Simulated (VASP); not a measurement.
# TePb: single point with PBE

Crystal: TePb.

```
Pb Te
1.0
     0.00000    3.46779    3.93122
     3.46779    0.00000    3.93122
     3.46779    3.46779    0.00000
Pb Te
1 1
Cartesian
  0.0000 0.0000 0.0000
  1.7339 1.7339 1.9656
```

This cell differs from its parent crystal: epitaxial xy strain -4.8%.

* Program: VASP 6.6.1
* Task: single point
* Functional: PBE
* Potentials or basis: VASP PAW PBE potentials, release 64 (Pb_d, Te)
* Cutoff: 500 eV
* k mesh: 6 × 6 × 6
* Occupations: fermi-dirac, width 0.02 eV
* Spin: no spin polarisation

```
Pressure               : 0.8 GPa
Band gap on the k mesh : 0.34 eV, indirect (least direct gap 1.17 eV)
```

Stress tensor (GPa, compression positive):
```
0.92 0.00 0.00
0.00 0.92 0.00
0.00 0.00 0.54
```

Levels at points of the mesh, in eV from the valence-band top:
| k point | band 8 | band 9 | band 10 | band 11 | band 12 | band 13 |
| --- | --- | --- | --- | --- | --- | --- |
| (0.00, 0.00, 0.00) | -1.94 | -1.38 | -1.38 | 1.35 | 1.35 | 1.73 |
| (0.50, 0.00, 0.00) | -2.39 | -2.08 | -1.85 | 2.21 | 2.32 | 3.61 |
| (0.50, 0.50, 0.00) | -2.52 | -2.52 | -0.43 | 0.74 | 4.20 | 4.20 |
| (0.50, 0.00, 0.50) | -2.95 | -2.93 | -0.84 | 0.34 | 4.14 | 4.35 |

Wall time 26 s on 1 thread of Intel(R) Xeon(R) Platinum 8488C (Sapphire Rapids), on a shared host, peak memory 0.24 GiB.

Caveat: the cell differs from its parent crystal (epitaxial xy strain -4.8%); spin-orbit coupling is left out, which moves the levels of the heavy elements. A k mesh can miss the band edges.
